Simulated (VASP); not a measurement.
Input of a VASP 6.6.1 run:

File INCAR:

```
SYSTEM = In4PN3
PREC = Accurate
ENCUT = 520
EDIFF = 1E-6
ISMEAR = -1
SIGMA = 0.02
LREAL = .False.
LASPH = .True.
NELM = 60
ALGO = Normal
ISIF = 2
LWAVE = .False.
LCHARG = .False.
GGA = PE
NBANDS = 46
```

Contents of KPOINTS:

```
regular mesh
0
Gamma
  6 6 6
  0 0 0
```

POSCAR

```
In4PN3
1.0
   -2.6765850480      2.6765850480      5.2566565933
    2.6765850480     -2.6765850480      5.2566565933
    2.6765850480      2.6765850480     -5.2566565933
N In P
3 4 1
Direct
    0.2500000000      0.7500000000      0.5000000000
    0.5000000000      0.5000000000      0.0000000000
    0.7500000000      0.2500000000      0.5000000000
    0.8598010645      0.4104652162      0.0000000000
    0.1401989355      0.1401989355      0.5506641517
    0.4104652162      0.8598010645      0.0000000000
    0.5895347838      0.5895347838      0.4493358483
    0.0000000000      0.0000000000      0.0000000000
```

Potentials or basis: VASP PAW PBE potentials, release 64 (N, In_d, P).

Run with:

```console
$ cat potpaw_PBE.64/N/POTCAR potpaw_PBE.64/In_d/POTCAR potpaw_PBE.64/P/POTCAR > POTCAR
$ mpirun -np 1 vasp_std > vasp.out
```

Problem. Estimate the pressure.

Solution. -2.7 GPa.

Problem. Predict the largest force.

Solution. 0.050 eV/Å.

Forces on the atoms (eV/Å):
```
N    0.000  0.000  0.000
N    0.000  0.000  0.000
N    0.000  0.000  0.000
In  -0.021  0.021 -0.041
In  -0.021 -0.021  0.041
In   0.021 -0.021 -0.041
In   0.021  0.021  0.041
P    0.000  0.000  0.000
```
